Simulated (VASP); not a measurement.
MnO:

```
Mn O
1.0
     0.00000    2.22391    2.22391
     2.22391    0.00000    2.22391
     2.22391    2.22391    0.00000
Mn O
1 1
Direct
  0.00000 0.00000 0.00000
  0.50000 0.50000 0.50000
```

```yaml
Program: VASP 6.6.1
Task: relaxation of cell and atoms
Functional: PBE
Dispersion: D4
Potentials_or_basis: VASP PAW PBE potentials, release 64 (Mn_pv, O)
Cutoff: 600 eV
k_mesh: 10 × 10 × 10
Occupations: fermi-dirac, width 0.05 eV
Spin: collinear spin, ferromagnetic start
Starting_moments: "[4.0, 0.0] μB"
```

At the start: pressure -3.4 GPa; volume 11.00 Å³/atom.

Q: Where does the relaxation end?

A: Over 7 steps the energy falls by 3.5 meV/atom and the volume is 10.62 Å³/atom (-3.4 %); space group Fm-3m (No. 225, to 0.05 Å); moment 4.68 μB per cell.

Step by step:
```csv
step,energy change (eV),largest force (eV/Å),pressure (GPa),volume (Å³)
1,0.0000,0.0000,-3.39,22.00
2,-0.0069,0.0000,-0.13,21.26
3,-0.0069,0.0000,0.17,21.20
4,-0.0069,0.0000,0.09,21.24
5,-0.0069,0.0000,-0.21,21.26
6,-0.0069,0.0000,0.17,21.24
7,-0.0069,0.0000,-0.02,21.25
```

Final structure:
```
Mn O
1.0
     0.00000    2.19835    2.19835
     2.19835    0.00000    2.19835
     2.19835    2.19835    0.00000
Mn O
1 1
Direct
  0.00000 0.00000 0.00000
  0.50000 0.50000 0.50000
```

Caveat: a cell with one magnetic atom can't hold antiferromagnetic order, which such compounds often take; pairwise dispersion overbinds metals, which lowers pressure and volume.
